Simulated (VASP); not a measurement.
# Ba (P6/mmm) in VASP: single point with BLYP

Aim: the single point of Ba with BLYP.

Everything below comes from runs of VASP 6.6.1. Logs are shortened: lines on timing, memory, paths and dates and some standing lists are left out, and cuts for length are marked.

**1. The cell of the first run**

Symmetry: P6/mmm, No. 191, hexagonal system. The conventional cell has a = 7.001 Å, b = 7.001 Å, c = 4.177 Å, α = 90.00°, β = 90.00°, γ = 120.00°. Ba (site symmetry 6/mmm) has 14 Ba at 4.18 to 4.55 Å within 5.5 Å. Within 5.3 Å of Ba (site symmetry -6m2) lie 11 Ba at 4.04 to 4.55 Å.

**2. Single point, BLYP (volume scaled by 0.88)**

Contents of INCAR:

```
SYSTEM = Ba
  PREC = Accurate
  ENCUT = 520
  EDIFF = 1E-7
  ISMEAR = -1
  SIGMA = 0.1
  LREAL = .FALSE.
  LASPH = .TRUE.
  NELM = 100
  ALGO = Normal
  ISIF = 2
  LWAVE = .FALSE.
  LCHARG = .FALSE.
  GGA = B5
  ALDAX = 1.0
  AGGAX = 1.0
  AGGAC = 1.0
  ALDAC = 0.0
  NBANDS = 22
```

Contents of KPOINTS:

```
Automatic mesh
0
G
  6 6 8
  0 0 0
```

Contents of POSCAR:

```
Ba
1.0
    7.0012461826      0.0000000000      0.0000000000
   -3.5006230913      6.0632570523      0.0000000000
    0.0000000000      0.0000000000      4.1765426260
Ba
3
Direct
    1.0000000000      1.0000000000      1.0000000000
    0.3333333333      0.6666666667      0.5000000000
    0.6666666667      0.3333333333      0.5000000000
```

Potentials or basis: VASP PAW PBE potentials, release 64 (Ba_sv).

Launch:

```sh
cat potpaw_PBE.64/Ba_sv/POTCAR > POTCAR
mpirun -np 1 vasp_std > vasp.out
```

OUTCAR:

```text
SYSTEM = Ba
   PREC = Accurate
   ENCUT = 520
   EDIFF = 1E-7
   ISMEAR = -1
   LREAL = .FALSE.
   LASPH = .TRUE.
   NELM = 100
   ISIF = 2
   GGA = B5

 ion  position               nearest neighbor table
   1  0.000  0.000  0.000-   2 4.55   3 4.55   2 4.55   3 4.55   3 4.55   3 4.55   2 4.55   2 4.55
                             3 4.55   3 4.55   2 4.55   2 4.55
   2  0.333  0.667  0.500-   3 4.04   3 4.04   3 4.04   1 4.55   1 4.55   1 4.55   1 4.55   1 4.55
                             1 4.55
   3  0.667  0.333  0.500-   2 4.04   2 4.04   2 4.04   1 4.55   1 4.55   1 4.55   1 4.55   1 4.55
                             1 4.55

  LATTYP: Found a hexagonal cell.
 ALAT       =     7.0012461826
 C/A-ratio  =     0.5965427464

  Lattice vectors:

 A1 = (   7.0012461826,   0.0000000000,   0.0000000000)
 A2 = (  -3.5006230913,   6.0632570523,   0.0000000000)
 A3 = (   0.0000000000,   0.0000000000,   4.1765426260)

Analysis of symmetry for initial positions (statically):
=====================================================================
 Subroutine PRICEL returns:
 Original cell was already a primitive cell.

 Routine SETGRP: Setting up the symmetry group for a
 hexagonal supercell.

 Subroutine GETGRP returns: Found 24 space group operations
 (whereof 24 operations were pure point group operations)
 out of a pool of 24 trial point group operations.

The static configuration has the point symmetry D_6h.

Analysis of symmetry for dynamics (positions and initial velocities):
=====================================================================
 Subroutine PRICEL returns:
 Original cell was already a primitive cell.

 Routine SETGRP: Setting up the symmetry group for a
 hexagonal supercell.

 Subroutine GETGRP returns: Found 24 space group operations
 (whereof 24 operations were pure point group operations)
 out of a pool of 24 trial point group operations.

The dynamic configuration has the point symmetry D_6h.

 Subroutine INISYM returns: Found 24 space group operations
 (whereof 24 operations are pure point group operations),
 and found     1 'primitive' translations

----------------------------------------------------------------------------------------

                                     Primitive cell

  volume of cell :     177.2957

  direct lattice vectors                    reciprocal lattice vectors
     7.001246183  0.000000000  0.000000000     0.142831715  0.082463929  0.000000000
    -3.500623091  6.063257052  0.000000000     0.000000000  0.164927858  0.000000000
     0.000000000  0.000000000  4.176542626     0.000000000  0.000000000  0.239432490

  length of vectors
     7.001246183  7.001246183  4.176542626     0.164927858  0.164927858  0.239432490

  position of ions in fractional coordinates (direct lattice)
     0.000000000  0.000000000  0.000000000
     0.333333333  0.666666667  0.500000000
     0.666666667  0.333333333  0.500000000

  ion indices of the primitive-cell ions
   primitive index   ion index
                 1           1
                 2           2
                 3           3

----------------------------------------------------------------------------------------

 KPOINTS: Automatic mesh

Automatic generation of k-mesh.
 Grid dimensions read from file:
 generate k-points for:    6    6    8

 Generating k-lattice:

  Cartesian coordinates                     Fractional coordinates (reciprocal lattice)
     0.023805286  0.013743988  0.000000000     0.166666667  0.000000000  0.000000000
     0.000000000  0.027487976  0.000000000     0.000000000  0.166666667  0.000000000
     0.000000000  0.000000000  0.029929061     0.000000000  0.000000000  0.125000000

  Length of vectors
     0.027487976  0.027487976  0.029929061

  Shift w.r.t. Gamma in fractional coordinates (k-lattice)
     0.000000000  0.000000000  0.000000000

 Subroutine IBZKPT returns following result:
 ===========================================

 Found     35 irreducible k-points:

 Following reciprocal coordinates:
            Coordinates               Weight
  0.000000  0.000000  0.000000      1.000000
  0.166667  0.000000  0.000000      6.000000
  0.333333  0.000000  0.000000      6.000000
  0.500000  0.000000  0.000000      3.000000
  0.166667  0.166667  0.000000      6.000000
  0.333333  0.166667  0.000000     12.000000
[... 16 lines left out ...]
  0.166667  0.000000  0.375000     12.000000
  0.333333  0.000000  0.375000     12.000000
 [... further k-points ...]
   k-points           NKPTS =     35   k-points in BZ     NKDIM =     35   number of bands    NBANDS=     22
   number of dos      NEDOS =    301   number of ions     NIONS =      3
   total plane-waves  NPLWV =  93312
   dimension x,y,z NGX =    54 NGY =   54 NGZ =   32
   dimension x,y,z NGXF=   108 NGYF=  108 NGZF=   64
   ions per type =               3
   NGX,Y,Z   is equivalent  to a cutoff of  12.82, 12.82, 12.74 a.u.
   NGXF,Y,Z  is equivalent  to a cutoff of  25.64, 25.64, 25.47 a.u.
 SYSTEM =  Ba
   PREC   = accura    normal or accurate (medium, high low for compatibility)
   ISTART =      0    job   : 0-new  1-cont  2-samecut
   ICHARG =      2    charge: 1-file 2-atom 10-const
   ISPIN  =      1    spin polarized calculation?
   LNONCOLLINEAR =      F non collinear calculations
   LSORBIT =      F    spin-orbit coupling
   LASPH  =      T    aspherical Exc in radial PAW
   ENCUT  =  520.0 eV  38.22 Ry    6.18 a.u.  13.02 13.02  7.77*2*pi/ulx,y,z
   NELM   =    100;   NELMIN=  2; NELMDL= -5     # of ELM steps
   EDIFF  = 0.1E-06   stopping-criterion for ELM
   LREAL  =      F    real-space projection
   EDIFFG = 0.1E-05   stopping-criterion for IOM
   NSW    =      0    number of steps for IOM
   IBRION =     -1    ionic relax: 0-MD 1-quasi-New 2-CG
   NFREE  =      0    steps in history (QN), initial steepest desc. (CG)
   ISIF   =      2    stress and relaxation
   ISYM   =      2    0-nonsym 1-usesym 2-fastsym
   POTIM  = 0.5000    time-step for ionic-motion
   TEBEG  =    0.0;   TEEND  =   0.0 temperature during run
   PSTRESS=    0.0 pullay stress
   NELECT =      30.0000    total number of electrons
   NUPDOWN=      -1.0000    fix difference up-down
   EMIN   =  10.00;   EMAX   =-10.00  energy-range for DOS
   EFERMI =   0.00;   METHOD = LEGACY
   ISMEAR =    -1;   SIGMA  =   0.10  broadening in eV -4-tet -1-fermi 0-gaus
   EFERMI_NEDOS =   21; number of points for ismear=-14 and -15
   IALGO  =     38    algorithm
   IMIX   =      4    mixing-type and parameters
     AMIX     =   0.40;   BMIX     =  1.00
     AMIX_MAG =   1.60;   BMIX_MAG =  1.00
  volume/ion in A,a.u.               =      59.10       398.82
  Fermi-wavevector in a.u.,A,eV,Ry     =   0.905488  1.711123 11.155522  0.819908
  Thomas-Fermi vector in A             =   2.029061
   LORBIT       =      0    0 simple, 1 ext, 2 COOP (PROOUT), +10 PAW based schemes
   GGA     = B5    functional components
   LHFCALC =     F    Hartree Fock is set to
   AEXX    =    0.0000 exact exchange contribution
   IVDW    =     0    specifies the selected vdW correction
   LEPSILON=     F    determine dielectric tensor
   LRPA    =     F    only Hartree local field effects (RPA)
 non-spin polarized calculation
  energy-cutoff  :      520.00
  volume of cell :      177.30
 maximum number of plane-waves:      4809
 NGX is ok and might be reduce to    54
   NGX = 27   NGY = 27   NGZ = 15

 number of electron      30.0000005 magnetization

 Free energy of the ion-electron system (eV)
  ---------------------------------------------------
  ext. energy  EPLUGINS =         0.00000000
  ---------------------------------------------------
  free energy    TOTEN  =        -3.58479225 eV

  energy without entropy =       -3.40089731  energy(sigma->0) =       -3.49284478

 E-fermi :   2.3723     XC(G=0):  -7.1244

 val. band max:        2.3561207783   @ k =   0.3333   0.1667   0.3750
 cond. band min:       2.4007425028   @ k =   0.0000   0.0000   0.2500
 fundamental gap:      0.0446217246
 Fermi energy:         2.3723393252

 k-point     1 :       0.0000    0.0000    0.0000
  band No.  band energies     occupation
      1     -26.5244      2.00000
      2     -26.4516      2.00000
      3     -26.3956      2.00000
      4     -11.9628      2.00000
      5     -11.9628      2.00000
      6     -11.7625      2.00000
[... 14 lines left out ...]
     21       4.4693      0.00000
     22       4.4693      0.00000

 k-point     2 :       0.1667    0.0000    0.0000
  band No.  band energies     occupation
      1     -26.5196      2.00000
      2     -26.4557      2.00000
      3     -26.3964      2.00000
      4     -11.9966      2.00000
      5     -11.9680      2.00000
      6     -11.7169      2.00000
[... 14 lines left out ...]
     21       4.2256      0.00000
     22       4.6432      0.00000

 k-point     3 :       0.3333    0.0000    0.0000
  band No.  band energies     occupation
      1     -26.5074      2.00000
      2     -26.4664      2.00000
      3     -26.3981      2.00000
      4     -12.0440      2.00000
      5     -11.9342      2.00000
      6     -11.6441      2.00000
[... 14 lines left out ...]
     21       3.8089      0.00000
     22       4.5200      0.00000

 k-point     4 :       0.5000    0.0000    0.0000
  band No.  band energies     occupation
      1     -26.4976      2.00000
      2     -26.4754      2.00000
      3     -26.3990      2.00000
      4     -12.0629      2.00000
      5     -11.8736      2.00000
      6     -11.7424      2.00000
[... 14 lines left out ...]
     21       3.9219      0.00000
     22       4.4404      0.00000

 k-point     5 :       0.1667    0.1667    0.0000
  band No.  band energies     occupation
      1     -26.5110      2.00000
      2     -26.4631      2.00000
      3     -26.3977      2.00000
      4     -12.0192      2.00000
      5     -11.9657      2.00000
      6     -11.6494      2.00000
[... 417 lines left out ...]
 k-point    22 :       0.0000    0.0000    0.3750
  band No.  band energies     occupation
      1     -26.4944      2.00000
      2     -26.4262      2.00000
      3     -26.3724      2.00000
      4     -11.9412      2.00000
      5     -11.9120      2.00000
      6     -11.9120      2.00000
[... 14 lines left out ...]
     21       4.4642      0.00000
     22       4.4642      0.00000

 k-point    23 :       0.1667    0.0000    0.3750
  band No.  band energies     occupation
      1     -26.4903      2.00000
      2     -26.4303      2.00000
      3     -26.3725      2.00000
      4     -11.9455      2.00000
      5     -11.9247      2.00000
      6     -11.9046      2.00000
[... 14 lines left out ...]
     21       4.3645      0.00000
     22       4.3890      0.00000

 k-point    24 :       0.3333    0.0000    0.3750
  band No.  band energies     occupation
      1     -26.4798      2.00000
      2     -26.4406      2.00000
      3     -26.3728      2.00000
      4     -11.9519      2.00000
      5     -11.9472      2.00000
      6     -11.9242      2.00000
[... 14 lines left out ...]
     21       4.2733      0.00000
     22       4.3304      0.00000

 [... further k-points ...]

------------------------ aborting loop because EDIFF is reached ----------------------------------------

  FORCE on cell =-STRESS in cart. coord.  units (eV):
  Direction    XX          YY          ZZ          XY          YZ          ZX
  --------------------------------------------------------------------------------------
  -------------------------------------------------------------------------------------
  Total        1.4855494      1.4855494      1.4225445      0.0000000      0.0000000      0.0000000
  in kB       13.4245402     13.4245402     12.8551809      0.0000000      0.0000000      0.0000000
  external PRESSURE =      13.2347537 kB  Pullay stress =       0.0000000 kB

 VOLUME and BASIS-vectors are now :
 -----------------------------------------------------------------------------
  energy-cutoff  :      520.00
  volume of cell :      177.30
      direct lattice vectors                 reciprocal lattice vectors
     7.001246183  0.000000000  0.000000000     0.142831715  0.082463929  0.000000000
    -3.500623091  6.063257052  0.000000000     0.000000000  0.164927858  0.000000000
     0.000000000  0.000000000  4.176542626     0.000000000  0.000000000  0.239432490

 POSITION                                       TOTAL-FORCE (eV/Angst)
 -----------------------------------------------------------------------------------
      0.00000      0.00000      0.00000         0.000000      0.000000      0.000000
     -0.00000      4.04217      2.08827        -0.000000     -0.000000      0.000000
      3.50062      2.02109      2.08827        -0.000000      0.000000      0.000000
 -----------------------------------------------------------------------------------
    total drift:                               -0.000000      0.000000      0.000000

  FREE ENERGIE OF THE ION-ELECTRON SYSTEM (eV)
  ---------------------------------------------------
  free  energy   TOTEN  =        -3.5847922528 eV

  energy  without entropy=       -3.4008973072  energy(sigma->0) =       -3.49284478
```

Wall time 2.9 min (1 thread of AMD EPYC 7R43 (Zen 3), shared host); peak memory 0.31 GiB.

What came out:

```
Free energy            : -3.5848 eV
Pressure               : 1.3 GPa
Band gap on the k mesh : zero (band 15 reaches 2.99 eV, above the bottom of band 16 at 2.25 eV)
```

Levels at points of the mesh, in eV from the Fermi level:
| k point | band 12 | band 13 | band 14 | band 15 | band 16 | band 17 | band 18 | band 19 |
| --- | --- | --- | --- | --- | --- | --- | --- | --- |
| (0.00, 0.00, 0.00) | -13.80 | -2.71 | -0.40 | 0.61 | 0.61 | 0.61 | 0.64 | 0.64 |
| (0.50, 0.00, 0.00) | -13.82 | -1.38 | -1.30 | -0.93 | 0.63 | 0.67 | 0.75 | 1.00 |
| (0.00, 0.00, 0.50) | -13.90 | -0.54 | -0.49 | -0.49 | -0.13 | -0.13 | 0.06 | 1.58 |
| (0.50, 0.00, 0.50) | -13.87 | -0.71 | -0.58 | -0.24 | 0.12 | 0.60 | 0.61 | 1.26 |

Caveat: the PAW data sets were made with another functional, which shifts forces and pressure a little; spin-orbit coupling is left out, which moves the levels of the heavy elements.
